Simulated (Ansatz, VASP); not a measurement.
# Two plane-wave programs on Ge

```xyz
1
Lattice="0.0000 2.1813 2.1813 2.1813 0.0000 2.1813 2.1813 2.1813 0.0000" Properties=species:S:1:pos:R:3 pbc="T T T"
Ge    0.0000    0.0000    0.0000
```

Change from the starting cell: volume scaled by 1.06, PAW files.

Alike in both runs: task electric field gradients; functional PBE; k mesh 16 × 16 × 16; occupations fermi-dirac, width 0.08 eV; no spin polarisation.

|  | VASP | Ansatz |
| --- | --- | --- |
| version | VASP 6.6.1 | Ansatz 0.2.0 |
| potentials or method | VASP PAW PBE potentials, release 64 (Ge_d) | PAW with Ansatz's default frozen-core files, scalar-relativistic |
| plane-wave cutoff (eV) | 520 | 420 |
| valence electrons in the cell | 14 | 14 |

```csv
,VASP,Ansatz,Ansatz less VASP
pressure (GPa),-3.3,-3.3,-0.01
```

With one functional, cell and mesh, what is left measures potentials, basis and numerics.
